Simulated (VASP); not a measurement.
# Ge in VASP: single point with PBE+D3(BJ)

Aim: the single point of Ge with PBE+D3(BJ).

Program: VASP 6.6.1. These are calculated values, not measurements. Logs are shortened: lines on timing, memory, paths and dates and some standing lists are left out, and cuts for length are marked.

## 1. The cell of the first run

The cell holds a slab with vacuum, 4 atoms: a = 4.023 Å, b = 4.023 Å, c = 18.869 Å, α = 90.00°, β = 90.00°, γ = 120.00°.

## 2. Single point, PBE+D3(BJ) (layers slid over each other)

Input file INCAR:

```
PREC = Accurate
ENCUT = 520
EDIFF = 1E-6
ISMEAR = 0
SIGMA = 0.1
LREAL = False
LASPH = True
NELM = 80
ALGO = Normal
ISIF = 2
LWAVE = False
LCHARG = True
LDIPOL = True
IDIPOL = 3
DIPOL = 0.5 0.5 0.390
GGA = PE
IVDW = 12
LELF = True
LVHAR = True
LVACPOTAV = True
NBANDS = 36
```

Input file KPOINTS:

```
regular mesh
0
Gamma
  9 9 1
```

Input file POSCAR:

```
Ge
1.0
    4.0226895355      0.0000000000      0.0000000000
   -2.0113447678      3.4837513293      0.0000000000
    0.0000000000      0.0000000000     18.8685220287
Ge
4
Direct
    0.3333333333      0.6666666667      0.2747571329
    0.6666666667      0.3333333333      0.2384924475
    0.6666666667      1.2222222222      0.5415645175
    0.3333333333      1.5555555556      0.5052998322
```

Potentials or basis: VASP PAW PBE potentials, release 64 (Ge_d).

The run is started by

```
> cat potpaw_PBE.64/Ge_d/POTCAR > POTCAR
> mpirun -np 1 vasp_std > vasp.out
```

OUTCAR:

```text
PREC = Accurate
   ENCUT = 520
   EDIFF = 1E-6
   ISMEAR = 0
   LREAL = False
   LASPH = True
   NELM = 80
   ISIF = 2
   GGA = PE
   IVDW = 12
 IVDW          = 12

 ion  position               nearest neighbor table
   1  0.333  0.667  0.275-   2 2.42   2 2.42   2 2.42
   2  0.667  0.333  0.238-   1 2.42   1 2.42   1 2.42
   3  0.667  0.222  0.542-   4 2.42   4 2.42   4 2.42
   4  0.333  0.556  0.505-   3 2.42   3 2.42   3 2.42

  LATTYP: Found a hexagonal cell.
 ALAT       =     4.0226895355
 C/A-ratio  =     4.6905240542

  Lattice vectors:

 A1 = (   4.0226895355,   0.0000000000,   0.0000000000)
 A2 = (  -2.0113447678,   3.4837513293,   0.0000000000)
 A3 = (   0.0000000000,   0.0000000000,  18.8685220287)

Analysis of symmetry for initial positions (statically):
=====================================================================
 Subroutine PRICEL returns:
 Original cell was already a primitive cell.

 Routine SETGRP: Setting up the symmetry group for a
 hexagonal supercell.

 Subroutine GETGRP returns: Found  2 space group operations
 (whereof  1 operations were pure point group operations)
 out of a pool of 24 trial point group operations.

The static configuration has the point symmetry C_1 .
 The point group associated with its full space group is C_2 .

Analysis of symmetry for dynamics (positions and initial velocities):
=====================================================================
 Subroutine PRICEL returns:
 Original cell was already a primitive cell.

 Routine SETGRP: Setting up the symmetry group for a
 hexagonal supercell.

 Subroutine GETGRP returns: Found  2 space group operations
 (whereof  1 operations were pure point group operations)
 out of a pool of 24 trial point group operations.

The dynamic configuration has the point symmetry C_1 .
 The point group associated with its full space group is C_2 .

 Subroutine INISYM returns: Found  2 space group operations
 (whereof  1 operations are pure point group operations),
 and found     1 'primitive' translations

----------------------------------------------------------------------------------------

                                     Primitive cell

  volume of cell :     264.4244

  direct lattice vectors                    reciprocal lattice vectors
     4.022689535  0.000000000  0.000000000     0.248589903  0.143523447  0.000000000
    -2.011344768  3.483751329  0.000000000     0.000000000  0.287046894  0.000000000
     0.000000000  0.000000000 18.868522029     0.000000000  0.000000000  0.052998322

  length of vectors
     4.022689535  4.022689536 18.868522029     0.287046894  0.287046894  0.052998322

  position of ions in fractional coordinates (direct lattice)
     0.333333333  0.666666667  0.274757133
     0.666666667  0.333333333  0.238492448
     0.666666667  0.222222222  0.541564517
     0.333333333  0.555555556  0.505299832

  ion indices of the primitive-cell ions
   primitive index   ion index
                 1           1
                 2           2
                 3           3
                 4           4

----------------------------------------------------------------------------------------

 KPOINTS: regular mesh

Automatic generation of k-mesh.
 Grid dimensions read from file:
 generate k-points for:    9    9    1

 Generating k-lattice:

  Cartesian coordinates                     Fractional coordinates (reciprocal lattice)
     0.027621100  0.015947050  0.000000000     0.111111111  0.000000000  0.000000000
     0.000000000  0.031894099  0.000000000     0.000000000  0.111111111  0.000000000
     0.000000000  0.000000000  0.052998322     0.000000000  0.000000000  1.000000000

  Length of vectors
     0.031894099  0.031894099  0.052998322

  Shift w.r.t. Gamma in fractional coordinates (k-lattice)
     0.000000000  0.000000000  0.000000000

 Subroutine IBZKPT returns following result:
 ===========================================

 Found     25 irreducible k-points:

 Following reciprocal coordinates:
            Coordinates               Weight
  0.000000  0.000000  0.000000      1.000000
  0.111111  0.000000  0.000000      2.000000
  0.000000  0.111111  0.000000      4.000000
  0.222222  0.000000  0.000000      2.000000
  0.000000  0.222222  0.000000      4.000000
  0.333333  0.000000  0.000000      2.000000
[... 16 lines left out ...]
 -0.222222 -0.444444  0.000000      4.000000
  0.444444  0.333333  0.000000      4.000000
   k-points           NKPTS =     25   k-points in BZ     NKDIM =     25   number of bands    NBANDS=     36
   number of dos      NEDOS =    301   number of ions     NIONS =      4
   total plane-waves  NPLWV = 126000
   dimension x,y,z NGX =    30 NGY =   30 NGZ =  140
   dimension x,y,z NGXF=    60 NGYF=   60 NGZF=  280
   ions per type =               4
   NGX,Y,Z   is equivalent  to a cutoff of  12.40, 12.40, 12.34 a.u.
   NGXF,Y,Z  is equivalent  to a cutoff of  24.80, 24.80, 24.67 a.u.
 SYSTEM =  unknown system
   PREC   = accura    normal or accurate (medium, high low for compatibility)
   ISTART =      0    job   : 0-new  1-cont  2-samecut
   ICHARG =      2    charge: 1-file 2-atom 10-const
   ISPIN  =      1    spin polarized calculation?
   LNONCOLLINEAR =      F non collinear calculations
   LSORBIT =      F    spin-orbit coupling
   LASPH  =      T    aspherical Exc in radial PAW
   ENCUT  =  520.0 eV  38.22 Ry    6.18 a.u.   7.48  7.48 35.08*2*pi/ulx,y,z
   NELM   =     80;   NELMIN=  2; NELMDL= -5     # of ELM steps
   EDIFF  = 0.1E-05   stopping-criterion for ELM
   LREAL  =      F    real-space projection
   EDIFFG = 0.1E-04   stopping-criterion for IOM
   NSW    =      0    number of steps for IOM
   IBRION =     -1    ionic relax: 0-MD 1-quasi-New 2-CG
   NFREE  =      0    steps in history (QN), initial steepest desc. (CG)
   ISIF   =      2    stress and relaxation
   ISYM   =      2    0-nonsym 1-usesym 2-fastsym
   POTIM  = 0.5000    time-step for ionic-motion
   TEBEG  =    0.0;   TEEND  =   0.0 temperature during run
   PSTRESS=    0.0 pullay stress
   NELECT =      56.0000    total number of electrons
   NUPDOWN=      -1.0000    fix difference up-down
   EMIN   =  10.00;   EMAX   =-10.00  energy-range for DOS
   EFERMI =   0.00;   METHOD = LEGACY
   ISMEAR =     0;   SIGMA  =   0.10  broadening in eV -4-tet -1-fermi 0-gaus
   EFERMI_NEDOS =   21; number of points for ismear=-14 and -15
   IALGO  =     38    algorithm
   IMIX   =      4    mixing-type and parameters
     AMIX     =   0.40;   BMIX     =  1.00
     AMIX_MAG =   1.60;   BMIX_MAG =  1.00
  volume/ion in A,a.u.               =      66.11       446.11
  Fermi-wavevector in a.u.,A,eV,Ry     =   0.975821  1.844035 12.955840  0.952227
  Thomas-Fermi vector in A             =   2.106391
   LORBIT       =      0    0 simple, 1 ext, 2 COOP (PROOUT), +10 PAW based schemes
   GGA     = PE    functional components
   LHFCALC =     F    Hartree Fock is set to
   AEXX    =    0.0000 exact exchange contribution
   IVDW    =    12    specifies the selected vdW correction
   LEPSILON=     F    determine dielectric tensor
   LRPA    =     F    only Hartree local field effects (RPA)
 non-spin polarized calculation
 Gauss-broadening in eV      SIGMA  =   0.10
  energy-cutoff  :      520.00
  volume of cell :      264.42
 maximum number of plane-waves:      7165
 NGX is ok and might be reduce to    30
   NGX = 15   NGY = 15   NGZ = 71

 dipolmoment           0.000000      0.000000     -0.000004 electrons x Angstroem

 number of electron      56.0000019 magnetization

 dipolmoment           0.000000      0.000000      0.000003 electrons x Angstroem

 Free energy of the ion-electron system (eV)
  ---------------------------------------------------
  ext. energy  EPLUGINS =         0.00000000
  ---------------------------------------------------
  free energy    TOTEN  =       -16.17759894 eV

  energy without entropy =      -16.17666569  energy(sigma->0) =      -16.17713231

 E-fermi :  -1.3392     XC(G=0):  -4.4668

 val. band max:       -1.4437804745   @ k =   0.3333   0.3333   0.0000
 cond. band min:      -1.2346156556   @ k =   0.3333   0.3333   0.0000
 fundamental gap:      0.2091648189
 Fermi energy:        -1.3391981009

 k-point     1 :       0.0000    0.0000    0.0000
  band No.  band energies     occupation
      1     -25.8468      2.00000
      2     -25.8468      2.00000
      3     -25.8468      2.00000
      4     -25.8468      2.00000
      5     -25.7965      2.00000
      6     -25.7965      2.00000
[... 28 lines left out ...]
     35       2.5952      0.00000
     36       2.6005      0.00000

 k-point     2 :       0.1111    0.0000    0.0000
  band No.  band energies     occupation
      1     -25.8533      2.00000
      2     -25.8533      2.00000
      3     -25.8515      2.00000
      4     -25.8515      2.00000
      5     -25.8086      2.00000
      6     -25.8083      2.00000
[... 28 lines left out ...]
     35       3.0462      0.00000
     36       3.0787      0.00000

 k-point     3 :       0.0000    0.1111    0.0000
  band No.  band energies     occupation
      1     -25.8533      2.00000
      2     -25.8533      2.00000
      3     -25.8515      2.00000
      4     -25.8515      2.00000
      5     -25.8086      2.00000
      6     -25.8083      2.00000
[... 28 lines left out ...]
     35       3.0420      0.00000
     36       3.0797      0.00000

 k-point     4 :       0.2222    0.0000    0.0000
  band No.  band energies     occupation
      1     -25.8630      2.00000
      2     -25.8629      2.00000
      3     -25.8594      2.00000
      4     -25.8594      2.00000
      5     -25.8212      2.00000
      6     -25.8210      2.00000
[... 28 lines left out ...]
     35       3.6439      0.00000
     36       4.1621      0.00000

 k-point     5 :       0.0000    0.2222    0.0000
  band No.  band energies     occupation
      1     -25.8630      2.00000
      2     -25.8629      2.00000
      3     -25.8594      2.00000
      4     -25.8593      2.00000
      5     -25.8212      2.00000
      6     -25.8210      2.00000
[... 655 lines left out ...]
 k-point    22 :       0.3333    0.2222    0.0000
  band No.  band energies     occupation
      1     -25.8859      2.00000
      2     -25.8858      2.00000
      3     -25.8565      2.00000
      4     -25.8563      2.00000
      5     -25.8490      2.00000
      6     -25.8488      2.00000
[... 28 lines left out ...]
     35       4.2625      0.00000
     36       5.1916      0.00000

 k-point    23 :      -0.2222   -0.4444    0.0000
  band No.  band energies     occupation
      1     -25.8859      2.00000
      2     -25.8858      2.00000
      3     -25.8565      2.00000
      4     -25.8563      2.00000
      5     -25.8490      2.00000
      6     -25.8488      2.00000
[... 28 lines left out ...]
     35       4.2700      0.00000
     36       5.1913      0.00000

 k-point    24 :       0.4444    0.3333    0.0000
  band No.  band energies     occupation
      1     -25.8859      2.00000
      2     -25.8858      2.00000
      3     -25.8565      2.00000
      4     -25.8563      2.00000
      5     -25.8490      2.00000
      6     -25.8488      2.00000
[... 28 lines left out ...]
     35       4.2653      0.00000
     36       5.1940      0.00000

 [... further k-points ...]

------------------------ aborting loop because EDIFF is reached ----------------------------------------

 Edisp (eV)   -0.75019

 E8    (eV) :    -0.3428

  FORCE on cell =-STRESS in cart. coord.  units (eV):
  Direction    XX          YY          ZZ          XY          YZ          ZX
  --------------------------------------------------------------------------------------
  -------------------------------------------------------------------------------------
  Total      -0.19384    -0.19145    -0.63836    -0.00207    -0.00205     0.00119
  in kB      -1.17451    -1.16002    -3.86788    -0.01255    -0.01244     0.00718
  external pressure =       -2.07 kB  Pullay stress =        0.00 kB

 VOLUME and BASIS-vectors are now :
 -----------------------------------------------------------------------------
  energy-cutoff  :      520.00
  volume of cell :      264.42
      direct lattice vectors                 reciprocal lattice vectors
     4.022689535  0.000000000  0.000000000     0.248589903  0.143523447  0.000000000
    -2.011344768  3.483751329  0.000000000     0.000000000  0.287046894  0.000000000
     0.000000000  0.000000000 18.868522029     0.000000000  0.000000000  0.052998322

 POSITION                                       TOTAL-FORCE (eV/Angst)
 -----------------------------------------------------------------------------------
     -0.00000      2.32250      5.18426         0.000376     -0.000794      0.111543
      2.01134      1.16125      4.50000        -0.000749      0.001440      0.017624
      2.23483      0.77417     10.21852         0.000872     -0.001369     -0.017624
      0.22348      1.93542      9.53426        -0.000500      0.000723     -0.111543
 -----------------------------------------------------------------------------------
    total drift:                               -0.000247      0.000393      0.000724

  FREE ENERGIE OF THE ION-ELECTRON SYSTEM (eV)
  ---------------------------------------------------
  free  energy   TOTEN  =       -16.9277874850 eV

  energy  without entropy=      -16.9268542304  energy(sigma->0) =      -16.92732086

 vacuum level on the upper side and lower side of the slab         3.131         3.131
```

Wall time 3.1 min (1 thread of AMD EPYC 9R45 (Zen 5), shared host); peak memory 0.42 GiB.

What came out:

| Item | Value |
| --- | --- |
| Free energy | -16.9278 eV |
| Largest force | 0.112 eV/Å |
| Band gap on the k mesh | 0.21 eV |
| Dispersion energy per atom | -0.188 eV |

Forces on the atoms (eV/Å):
```
Ge   0.000 -0.001  0.112
Ge  -0.001  0.001  0.018
Ge   0.001 -0.001 -0.018
Ge  -0.001  0.001 -0.112
```

Caveat: the cell differs from its parent crystal (layers slid over each other).
